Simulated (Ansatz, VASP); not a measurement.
**TiO2 in VASP and in Ansatz**

File INCAR:

```
PREC = Accurate ; ENCUT = 520
EDIFF = 1E-6 ; ISMEAR = 0
SIGMA = 0.05 ; LREAL = False
LASPH = True ; NELM = 150
ALGO = Normal ; ISIF = 2
LWAVE = False ; LCHARG = True
LMAXMIX = 4 ; LDAU = True
LDAUTYPE = 2 ; LDAUL = 2 -1
LDAUU = 4 0 ; LDAUJ = 0 0
LDAUPRINT = 1 ; GGA = PE
IVDW = 12 ; LELF = True
LVHAR = True ; NBANDS = 19
```

The input KPOINTS:

```
regular mesh
0
Gamma
  12 12 12
```

File POSCAR:

```
TiO2
1.0
    1.5040433916      0.8683598570      4.8951988906
   -1.5040433916      0.8683598570      4.8951988906
    0.0000000000     -1.7367197141      4.8951988906
Ti O
1 2
Direct
    0.0000000000      0.0000000000      0.0000000000
    0.6017580785      0.6017580785      0.6017580785
    0.3982419215      0.3982419215      0.3982419215
```

Input for Ansatz:

```yaml
crystal:
  lattice:
    - [1.5040433916, 0.868359857, 4.8951988906]
    - [-1.5040433916, 0.868359857, 4.8951988906]
    - [0.0, -1.7367197141, 4.8951988906]
  atoms:
    - { symbol: Ti, position: [0.0, 0.0, 0.0] }
    - { symbol: O, position: [0.6017580785, 0.6017580785, 0.6017580785] }
    - { symbol: O, position: [0.3982419215, 0.3982419215, 0.3982419215] }
basis:
  ecutwfc: 520.0
kpoints:
  mp_grid: { grid: [12, 12, 12] }
hamiltonian:
  xc: pbe
  pseudopotentials: { kind: paw, azcp: { folder: soft_1 } }
  dispersion: d3bj
  hubbard: { sites: [{ species: Ti, l: d, u_eff: 4.0 }] }
scf:
  occupations: { method: gaussian, width: 0.05 }
output:
  forces: true
  stress: true
  eigenvalues: true
```

Alike in both runs: task single point; functional PBE; dispersion D3(BJ); k mesh 12 × 12 × 12; occupations gaussian, width 0.05 eV; no spin polarisation; Hubbard terms Ti d U = 4.0 eV.

```csv
,VASP,Ansatz
version,VASP 6.6.1,Ansatz 0.2.0
potentials or method,"VASP PAW PBE potentials, release 64 (Ti_sv, O), cutoff 520 eV","scalar-relativistic, plane waves, PAW"
valence electrons in the cell,24,24
```

Ansatz gave:

```
gap on the k mesh at the Fermi level (eV)                     : 2.92
least direct gap on the mesh (eV)                             : 3.22
pressure (GPa)                                                : 0.0
traceless stress, the component that is largest in VASP (GPa) : -0.04
rms of the force components (eV/Å)                            : 0.002
```

**Question.** What did VASP give for the same quantities?

**Answer.** gap on the k mesh at the Fermi level (eV): 3.00; least direct gap on the mesh (eV): 3.33; pressure (GPa): 3.5; traceless stress, the component that is largest in VASP (GPa): -0.68; rms of the force components (eV/Å): 0.185.

The programs project onto different local orbitals, so the same U acts differently, and such runs can settle in different states. Atom by atom the forces differ by 0.183 eV/Å (rms over components).
